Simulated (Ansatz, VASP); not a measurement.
# One calculation of TiAl, two programs

INCAR

```
SYSTEM = TiAl
PREC = Accurate ; ENCUT = 600
EDIFF = 1E-6 ; ISMEAR = -1
SIGMA = 0.15 ; LREAL = .False.
LASPH = .True. ; NELM = 100
ALGO = Normal ; ISIF = 3
LWAVE = .False. ; LCHARG = .False.
IBRION = 2 ; NSW = 80
EDIFFG = -0.001
```

The input KPOINTS:

```
Automatic mesh
0
Gamma
  10 10 10
  0 0 0
```

POSCAR

```
TiAl
1.0
    3.1241258748      0.0000000000      0.0000000000
    0.0000000000      3.1241258748      0.0000000000
    0.0000000000      0.0000000000      3.1241258748
Ti Al
1 1
Direct
    0.0000000000      0.0000000000      0.0000000000
    0.5000000000      0.5000000000      0.5000000000
```

Input for Ansatz:

```yaml
crystal:
  lattice:
    - [3.1241258748, 0.0, 0.0]
    - [0.0, 3.1241258748, 0.0]
    - [0.0, 0.0, 3.1241258748]
  atoms:
    - { symbol: Ti, position: [0.0, 0.0, 0.0] }
    - { symbol: Al, position: [0.5, 0.5, 0.5] }
basis:
  ecutwfc: 420
kpoints:
  mp_grid: { grid: [10, 10, 10] }
hamiltonian:
  xc: lda
  pseudopotentials: { kind: paw, azcp: { folder: soft_1 } }
scf:
  occupations: { method: fermi_dirac, width: 0.15 }
output:
  forces: true
  stress: true
  eigenvalues: true
relax:
  adjacent_minimum: "off"
  f_tol: 0.001
  max_steps: 60
  cell: { stress_tol: 0.01 }
```

Alike in both runs: task relaxation of cell and atoms; functional LDA; k mesh 10 × 10 × 10; occupations fermi-dirac, width 0.15 eV; no spin polarisation.

|  | VASP | Ansatz |
| --- | --- | --- |
| version | VASP 6.6.1 | Ansatz 0.2.0 |
| potentials or method | VASP PAW LDA potentials, release 64 (Ti_sv, Al), cutoff 600 eV | scalar-relativistic, plane waves, PAW |
| valence electrons in the cell | 15 | 15 |

Ansatz gave:

```
gap on the k mesh at the Fermi level, each at its own relaxed structure (eV) : none
relaxed volume (Å³/atom)                                                     : 15.31
relaxed cell length with the largest relative difference (Å)                 : 3.129
```

**Question.** Which values does VASP return?

**Answer.** gap on the k mesh at the Fermi level, each at its own relaxed structure (eV): none; relaxed volume (Å³/atom): 15.33; relaxed cell length with the largest relative difference (Å): 3.130.

Ansatz warns that its potentials were made for another functional, while VASP's fit it. LDA's correlation is that of Perdew and Zunger in VASP and of Perdew and Wang (1992) in Ansatz. A gap of «none» marks a metal or a gap that the smearing closes.
